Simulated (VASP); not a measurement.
Set up this calculation in VASP 6.6.1, as the native input.

```
Task                   : single point
Functional             : PBE
Potentials or basis    : VASP PAW PBE potentials, release 64 (Na_pv)
Cutoff                 : 520 eV
k mesh                 : 7 × 7 × 9
Occupations            : fermi-dirac, width 0.08 eV
Spin                   : no spin polarisation
Dipole correction      : no
Further INCAR settings : ALGO = Normal; EDIFF = 1e-07; NBANDS = 18
```

The structure of Na lies in POSCAR:

```
Na
1.0
    5.5356031000      0.0000000000      0.0000000000
   -2.7678015500      4.7939729099      0.0000000000
    0.0000000000      0.0000000000      3.3007334395
Na
3
Direct
    0.0000000000      0.0000000000      0.0000000000
    0.3333333333      0.6666666667      0.5000000000
    0.6666666667      0.3333333333      0.5000000000
```

This isn't the form of Na at room conditions, which is bcc.

These files were run (other wordings do the same):

INCAR

```
SYSTEM = Na
ALGO = Normal ; EDIFF = 1E-7
ENCUT = 520 ; GGA = PE
ISIF = 2 ; ISMEAR = -1
LASPH = .TRUE. ; LCHARG = .FALSE.
LREAL = .FALSE. ; LWAVE = .FALSE.
NBANDS = 18 ; NELM = 80
PREC = Accurate ; SIGMA = 0.08
```

KPOINTS

```
k-points
0
G
  7 7 9
  0 0 0
```

Potentials or basis: VASP PAW PBE potentials, release 64 (Na_pv).

Launch:

```console
$ cat potpaw_PBE.64/Na_pv/POTCAR > POTCAR
$ mpirun -np 1 vasp_std > vasp.out
```

Results of the run:

The pressure is 2.9 GPa. The band gap on the k mesh is zero (an odd number of electrons rules out a gap without spin polarisation).

It took 25 s on 1 thread of AMD EPYC 9R45 96-Core Processor (Zen 5), with other jobs on the host, peak memory 0.19 GiB.
